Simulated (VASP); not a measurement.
# CoSn7S16 (P-3m1) in VASP: single point with PBEsol

Aim: the single point of CoSn7S16 with PBEsol.

All numbers are computed with VASP 6.6.1; they aren't measurements. Logs are shortened: lines on timing, memory, paths and dates and some standing lists are left out, and cuts for length are marked.

## Step 1: The cell of the first run

Symmetry: P-3m1, No. 164, trigonal system. Conventional cell: a = 7.153 Å, b = 7.153 Å, c = 10.786 Å, α = 90.00°, β = 90.00°, γ = 120.00°. Co (site symmetry -3m) has 6 S at 2.29 Å within 3.0 Å. Within 3.4 Å of Sn (site symmetry -3m) lie 6 S at 2.55 Å. Within 3.4 Å of Sn (site symmetry 2/m) lie 6 S at 2.54 to 2.55 Å. Sn (site symmetry 2/m) has 6 S at 2.55 to 2.56 Å within 3.4 Å. Within 3.4 Å of S (site symmetry m) lie 3 Sn at 2.55 Å and 3 S at 3.17 to 3.25 Å. S (site symmetry m) has 1 Co at 2.29 Å and 2 Sn at 2.54 Å within 3.0 Å. S (site symmetry 3m) has 3 Sn at 2.56 Å and 12 S at 3.42 to 3.65 Å within 3.7 Å. S (site symmetry 3m) has 3 Sn at 2.55 Å and 3 S at 3.17 Å within 3.4 Å.

## Step 2: Single point, PBEsol

The input, INCAR:

```
ALGO     = Normal         # electronic algorithm
EDIFF    = 1E-6           # SCF threshold, eV
ENCUT    = 600            # plane-wave cutoff, eV
GGA      = PS             # functional
GGA_COMPAT= False        
ISIF     = 2              # what is computed and relaxed
ISMEAR   = 0              # smearing method
LASPH    = True           # aspherical terms in the spheres
LCHARG   = False          # write CHGCAR
LREAL    = False          # projectors in reciprocal space
LWAVE    = False          # write WAVECAR
NBANDS   = 120            # bands
NELM     = 120            # most SCF steps
PREC     = Accurate       # precision mode
SIGMA    = 0.05           # smearing width, eV
```

The input, KPOINTS:

```
k-points
0
Gamma
  3 3 2
```

The input, POSCAR:

```
CoSn7S16
1.0
    7.1532000000      0.0000000000      0.0000000000
   -3.5766000000      6.1948529000      0.0000000000
    0.0000000000      0.0000000000     10.7860000000
Co Sn S
1 7 16
Direct
    0.0000000000      1.0000000000      1.0000000000
    0.0000000000      1.0000000000      0.5000000000
    0.0000000000      0.5000000000      1.0000000000
    0.0000000000      0.5000000000      0.5000000000
    0.5000000000      1.0000000000      1.0000000000
    0.5000000000      1.0000000000      0.5000000000
    0.5000000000      0.5000000000      1.0000000000
    0.5000000000      0.5000000000      0.5000000000
    0.3329922546      0.1664961273      0.3617891827
    0.3011254295      0.1505627148      0.8776173522
    0.3333333333      0.6666666667      0.3595825757
    0.3333333333      0.6666666667      0.8614374136
    0.8335038727      0.1664961273      0.3617891827
    0.8494372852      0.1505627148      0.8776173522
    0.8335038727      0.6670077454      0.3617891827
    0.8494372852      0.6988745705      0.8776173522
    0.1505627148      0.3011254295      0.1223826478
    0.1664961273      0.3329922546      0.6382108173
    0.1505627148      0.8494372852      0.1223826478
    0.1664961273      0.8335038727      0.6382108173
    0.6666666667      0.3333333333      0.1385625864
    0.6666666667      0.3333333333      0.6404174243
    0.6988745705      0.8494372852      0.1223826478
    0.6670077454      0.8335038727      0.6382108173
```

Potentials or basis: VASP PAW PBE potentials, release 64 (Co, Sn_d, S).

The run is started by

```
> cat potpaw_PBE.64/Co/POTCAR potpaw_PBE.64/Sn_d/POTCAR potpaw_PBE.64/S/POTCAR > POTCAR
> mpirun -np 1 vasp_std > vasp.out
```

OUTCAR:

```text
EDIFF = 1E-6
   ENCUT = 600
   GGA = PS
   ISIF = 2
   ISMEAR = 0
   LASPH = True
   LREAL = False
   NELM = 120
   PREC = Accurate

 ion  position               nearest neighbor table
   1  0.000  0.000  0.000-  16 2.29  17 2.29  10 2.29  23 2.29  19 2.29  14 2.29
   2  0.000  0.000  0.500-  15 2.55  18 2.55   9 2.55  13 2.55  20 2.55  24 2.55   4 3.58   8 3.58
                             4 3.58   8 3.58   6 3.58   6 3.58
   3  0.000  0.500  0.000-  14 2.54  19 2.54  17 2.54  16 2.54  12 2.55  21 2.55   5 3.58   5 3.58
                             7 3.58   7 3.58
   4  0.000  0.500  0.500-  13 2.55  20 2.55  18 2.55  15 2.55  11 2.56  22 2.56   2 3.58   6 3.58
                             2 3.58   6 3.58   8 3.58   8 3.58
   5  0.500  0.000  0.000-  14 2.54  19 2.54  10 2.54  23 2.54  21 2.55  12 2.55   3 3.58   7 3.58
                             7 3.58   3 3.58
   6  0.500  0.000  0.500-   9 2.55  13 2.55  20 2.55  24 2.55  22 2.56  11 2.56   4 3.58   8 3.58
                             8 3.58   4 3.58   2 3.58   2 3.58
   7  0.500  0.500  0.000-  10 2.54  23 2.54  17 2.54  16 2.54  21 2.55  12 2.55   5 3.58   5 3.58
                             3 3.58   3 3.58
   8  0.500  0.500  0.500-   9 2.55  24 2.55  18 2.55  15 2.55  22 2.56  11 2.56   2 3.58   6 3.58
                             6 3.58   2 3.58   4 3.58   4 3.58
   9  0.333  0.166  0.362-   2 2.55   8 2.55   6 2.55
  10  0.301  0.151  0.878-   1 2.29   7 2.54   5 2.54
  11  0.333  0.667  0.360-   6 2.56   4 2.56   8 2.56
  12  0.333  0.667  0.861-   5 2.55   3 2.55   7 2.55
  13  0.834  0.166  0.362-   2 2.55   4 2.55   6 2.55
  14  0.849  0.151  0.878-   1 2.29   3 2.54   5 2.54
[... 8 lines left out ...]
  23  0.699  0.849  0.122-   1 2.29   7 2.54   5 2.54
  24  0.667  0.834  0.638-   2 2.55   8 2.55   6 2.55

  LATTYP: Found a hexagonal cell.
 ALAT       =     7.1532000000
 C/A-ratio  =     1.5078566236

  Lattice vectors:

 A1 = (   7.1532000000,   0.0000000000,   0.0000000000)
 A2 = (  -3.5766000000,   6.1948529000,   0.0000000000)
 A3 = (   0.0000000000,   0.0000000000,  10.7860000000)

Analysis of symmetry for initial positions (statically):
=====================================================================
 Subroutine PRICEL returns:
 Original cell was already a primitive cell.

 Routine SETGRP: Setting up the symmetry group for a
 hexagonal supercell.

 Subroutine GETGRP returns: Found 12 space group operations
 (whereof 12 operations were pure point group operations)
 out of a pool of 24 trial point group operations.

The static configuration has the point symmetry D_3d.

Analysis of symmetry for dynamics (positions and initial velocities):
=====================================================================
 Subroutine PRICEL returns:
 Original cell was already a primitive cell.

 Routine SETGRP: Setting up the symmetry group for a
 hexagonal supercell.

 Subroutine GETGRP returns: Found 12 space group operations
 (whereof 12 operations were pure point group operations)
 out of a pool of 24 trial point group operations.

The dynamic configuration has the point symmetry D_3d.

 Subroutine INISYM returns: Found 12 space group operations
 (whereof 12 operations are pure point group operations),
 and found     1 'primitive' translations

----------------------------------------------------------------------------------------

                                     Primitive cell

  volume of cell :     477.9603

  direct lattice vectors                    reciprocal lattice vectors
     7.153200000  0.000000000  0.000000000     0.139797573  0.080712167  0.000000000
    -3.576600000  6.194852900  0.000000000     0.000000000  0.161424333  0.000000000
     0.000000000  0.000000000 10.786000000     0.000000000  0.000000000  0.092712776

  length of vectors
     7.153200000  7.153199984 10.786000000     0.161424333  0.161424333  0.092712776

  position of ions in fractional coordinates (direct lattice)
     0.000000000  0.000000000  0.000000000
     0.000000000  0.000000000  0.500000000
     0.000000000  0.500000000  0.000000000
     0.000000000  0.500000000  0.500000000
     0.500000000  0.000000000  0.000000000
     0.500000000  0.000000000  0.500000000
[... 16 lines left out ...]
     0.698874571  0.849437285  0.122382648
     0.667007745  0.833503873  0.638210817

  ion indices of the primitive-cell ions
   primitive index   ion index
                 1           1
                 2           2
                 3           3
                 4           4
                 5           5
                 6           6
[... 16 lines left out ...]
                23          23
                24          24

----------------------------------------------------------------------------------------

 KPOINTS: k-points

Automatic generation of k-mesh.
 Grid dimensions read from file:
 generate k-points for:    3    3    2

 Generating k-lattice:

  Cartesian coordinates                     Fractional coordinates (reciprocal lattice)
     0.046599191  0.026904056  0.000000000     0.333333333  0.000000000  0.000000000
     0.000000000  0.053808111  0.000000000     0.000000000  0.333333333  0.000000000
     0.000000000  0.000000000  0.046356388     0.000000000  0.000000000  0.500000000

  Length of vectors
     0.053808111  0.053808111  0.046356388

  Shift w.r.t. Gamma in fractional coordinates (k-lattice)
     0.000000000  0.000000000  0.000000000

 Subroutine IBZKPT returns following result:
 ===========================================

 Found      6 irreducible k-points:

 Following reciprocal coordinates:
            Coordinates               Weight
  0.000000  0.000000  0.000000      1.000000
  0.333333  0.000000  0.000000      6.000000
  0.333333  0.333333  0.000000      2.000000
  0.000000  0.000000  0.500000      1.000000
  0.333333  0.000000  0.500000      6.000000
  0.333333  0.333333  0.500000      2.000000
   k-points           NKPTS =      6   k-points in BZ     NKDIM =      6   number of bands    NBANDS=    120
   number of dos      NEDOS =    301   number of ions     NIONS =     24
   total plane-waves  NPLWV = 324000
   dimension x,y,z NGX =    60 NGY =   60 NGZ =   90
   dimension x,y,z NGXF=   120 NGYF=  120 NGZF=  180
   ions per type =               1   7  16
   NGX,Y,Z   is equivalent  to a cutoff of  13.94, 13.94, 13.87 a.u.
   NGXF,Y,Z  is equivalent  to a cutoff of  27.89, 27.89, 27.74 a.u.
 SYSTEM =  unknown system
   PREC   = accura    normal or accurate (medium, high low for compatibility)
   ISTART =      0    job   : 0-new  1-cont  2-samecut
   ICHARG =      2    charge: 1-file 2-atom 10-const
   ISPIN  =      1    spin polarized calculation?
   LNONCOLLINEAR =      F non collinear calculations
   LSORBIT =      F    spin-orbit coupling
   LASPH  =      T    aspherical Exc in radial PAW
   ENCUT  =  600.0 eV  44.10 Ry    6.64 a.u.  14.29 14.29 21.54*2*pi/ulx,y,z
   NELM   =    120;   NELMIN=  2; NELMDL= -5     # of ELM steps
   EDIFF  = 0.1E-05   stopping-criterion for ELM
   LREAL  =      F    real-space projection
   EDIFFG = 0.1E-04   stopping-criterion for IOM
   NSW    =      0    number of steps for IOM
   IBRION =     -1    ionic relax: 0-MD 1-quasi-New 2-CG
   NFREE  =      0    steps in history (QN), initial steepest desc. (CG)
   ISIF   =      2    stress and relaxation
   ISYM   =      2    0-nonsym 1-usesym 2-fastsym
   POTIM  = 0.5000    time-step for ionic-motion
   TEBEG  =    0.0;   TEEND  =   0.0 temperature during run
   PSTRESS=    0.0 pullay stress
   NELECT =     203.0000    total number of electrons
   NUPDOWN=      -1.0000    fix difference up-down
   EMIN   =  10.00;   EMAX   =-10.00  energy-range for DOS
   EFERMI =   0.00;   METHOD = LEGACY
   ISMEAR =     0;   SIGMA  =   0.05  broadening in eV -4-tet -1-fermi 0-gaus
   EFERMI_NEDOS =   21; number of points for ismear=-14 and -15
   IALGO  =     38    algorithm
   IMIX   =      4    mixing-type and parameters
     AMIX     =   0.40;   BMIX     =  1.00
     AMIX_MAG =   1.60;   BMIX_MAG =  1.00
  volume/ion in A,a.u.               =      19.92       134.39
  Fermi-wavevector in a.u.,A,eV,Ry     =   1.230579  2.325458 20.603646  1.514325
  Thomas-Fermi vector in A             =   2.365422
   LORBIT       =      0    0 simple, 1 ext, 2 COOP (PROOUT), +10 PAW based schemes
   GGA     = PS    functional components
   LHFCALC =     F    Hartree Fock is set to
   AEXX    =    0.0000 exact exchange contribution
   IVDW    =     0    specifies the selected vdW correction
   LEPSILON=     F    determine dielectric tensor
   LRPA    =     F    only Hartree local field effects (RPA)
 non-spin polarized calculation
 Gauss-broadening in eV      SIGMA  =   0.05
  energy-cutoff  :      600.00
  volume of cell :      477.96
 maximum number of plane-waves:     16004
 NGX is ok and might be reduce to    60
   NGX = 29   NGY = 29   NGZ = 43

 number of electron     203.0000039 magnetization

 Free energy of the ion-electron system (eV)
  ---------------------------------------------------
  ext. energy  EPLUGINS =         0.00000000
  ---------------------------------------------------
  free energy    TOTEN  =      -116.35566050 eV

  energy without entropy =     -116.34802463  energy(sigma->0) =     -116.35184257

 E-fermi :   6.2179     XC(G=0): -10.4520

 val. band max:        6.2083828774   @ k =   0.3333   0.3333   0.5000
 cond. band min:       6.2192742993   @ k =   0.3333   0.3333   0.5000
 fundamental gap:      0.0108914220
 Fermi energy:         6.2179260925

 k-point     1 :       0.0000    0.0000    0.0000
  band No.  band energies     occupation
      1     -15.3011      2.00000
      2     -15.2952      2.00000
      3     -15.2952      2.00000
      4     -15.2022      2.00000
      5     -15.2022      2.00000
      6     -15.1751      2.00000
[... 105 lines left out ...]
    112       9.3738      0.00000
    113       9.8177      0.00000

 k-point     2 :       0.3333    0.0000    0.0000
  band No.  band energies     occupation
      1     -15.2749      2.00000
      2     -15.2721      2.00000
      3     -15.2658      2.00000
      4     -15.2219      2.00000
      5     -15.1871      2.00000
      6     -15.1821      2.00000
[... 105 lines left out ...]
    112      10.3599      0.00000
    113      10.4815      0.00000

 k-point     3 :       0.3333    0.3333    0.0000
  band No.  band energies     occupation
      1     -15.2557      2.00000
      2     -15.2445      2.00000
      3     -15.2445      2.00000
      4     -15.2249      2.00000
      5     -15.2249      2.00000
      6     -15.1823      2.00000
[... 105 lines left out ...]
    112      11.0094      0.00000
    113      11.0094      0.00000

 k-point     4 :       0.0000    0.0000    0.5000
  band No.  band energies     occupation
      1     -15.3011      2.00000
      2     -15.2952      2.00000
      3     -15.2952      2.00000
      4     -15.2022      2.00000
      5     -15.2022      2.00000
      6     -15.1751      2.00000
[... 105 lines left out ...]
    112       9.4020      0.00000
    113       9.7636      0.00000

 k-point     5 :       0.3333    0.0000    0.5000
  band No.  band energies     occupation
      1     -15.2749      2.00000
      2     -15.2721      2.00000
      3     -15.2658      2.00000
      4     -15.2219      2.00000
      5     -15.1871      2.00000
      6     -15.1821      2.00000
[... 105 lines left out ...]
    112      10.3870      0.00000
    113      10.5045      0.00000

 k-point     6 :       0.3333    0.3333    0.5000
  band No.  band energies     occupation
      1     -15.2557      2.00000
      2     -15.2445      2.00000
      3     -15.2445      2.00000
      4     -15.2249      2.00000
      5     -15.2249      2.00000
      6     -15.1823      2.00000
[... 105 lines left out ...]
    112      11.2118      0.00000
    113      11.2709      0.00000
 [bands above 113 left out]

------------------------ aborting loop because EDIFF is reached ----------------------------------------

  FORCE on cell =-STRESS in cart. coord.  units (eV):
  Direction    XX          YY          ZZ          XY          YZ          ZX
  --------------------------------------------------------------------------------------
  -------------------------------------------------------------------------------------
  Total       11.8798887     11.8798887      5.2602633     -0.0000000      0.0000000      0.0000000
  in kB       39.8227432     39.8227429     17.6330032     -0.0000000      0.0000000      0.0000000
  external PRESSURE =      32.4261631 kB  Pullay stress =       0.0000000 kB

 VOLUME and BASIS-vectors are now :
 -----------------------------------------------------------------------------
  energy-cutoff  :      600.00
  volume of cell :      477.96
      direct lattice vectors                 reciprocal lattice vectors
     7.153200000  0.000000000  0.000000000     0.139797573  0.080712167  0.000000000
    -3.576600000  6.194852900  0.000000000     0.000000000  0.161424333  0.000000000
     0.000000000  0.000000000 10.786000000     0.000000000  0.000000000  0.092712776

 POSITION                                       TOTAL-FORCE (eV/Angst)
 -----------------------------------------------------------------------------------
      0.00000      0.00000      0.00000         0.000000     -0.000000      0.000000
      0.00000      0.00000      5.39300         0.000000     -0.000000      0.000000
     -1.78830      3.09743      0.00000         0.000000     -0.000000      0.000000
     -1.78830      3.09743      5.39300         0.000000     -0.000000      0.000000
      3.57660      0.00000      0.00000         0.000000     -0.000000      0.000000
      3.57660      0.00000      5.39300         0.000000     -0.000000      0.000000
[... 16 lines left out ...]
      1.96109      5.26214      1.32002         0.155709      0.089899     -0.068177
      1.79013      5.16343      6.88374        -0.009187     -0.005304      0.003100
 -----------------------------------------------------------------------------------
    total drift:                                0.000000      0.000000     -0.000000

  FREE ENERGIE OF THE ION-ELECTRON SYSTEM (eV)
  ---------------------------------------------------
  free  energy   TOTEN  =      -116.3556605042 eV

  energy  without entropy=     -116.3480246309  energy(sigma->0) =     -116.35184257
```

Run time: 30 min. Hardware: 1 thread of Intel Xeon 8259CL, shared host; peak memory 0.83 GiB.

Results:

| Item | Value |
| --- | --- |
| Free energy | -116.3557 eV |
| Pressure | 3.2 GPa |
| Largest force | 0.192 eV/Å |
| Band gap on the k mesh | zero (an odd number of electrons rules out a gap without spin polarisation) |

Forces on the atoms (eV/Å):
```
Co   0.000  0.000  0.000
Sn   0.000  0.000  0.000
Sn   0.000  0.000  0.000
Sn   0.000  0.000  0.000
Sn   0.000  0.000  0.000
Sn   0.000  0.000  0.000
Sn   0.000  0.000  0.000
Sn   0.000  0.000  0.000
S    0.009  0.005 -0.003
S   -0.156 -0.090  0.068
S    0.000  0.000  0.000
S    0.000  0.000 -0.101
S   -0.009  0.005 -0.003
S    0.156 -0.090  0.068
S    0.000 -0.011 -0.003
S    0.000  0.180  0.068
S    0.000 -0.180 -0.068
S    0.000  0.011  0.003
S   -0.156  0.090 -0.068
S    0.009 -0.005  0.003
S    0.000  0.000  0.101
S    0.000  0.000  0.000
S    0.156  0.090 -0.068
S   -0.009 -0.005  0.003
```

Caveat: the cell stands under pressure; the PAW data sets were made with another functional, which shifts forces and pressure a little; spin-orbit coupling is left out, which moves the levels of the heavy elements; an odd number of electrons without spin polarisation forces a metal; a magnetic or distorted state may lie lower; the run has no spin polarisation, though such a crystal can be magnetic. With open d or f shells a metallic result of PBEsol can be an artefact of self-interaction; +U or a hybrid may open a gap.
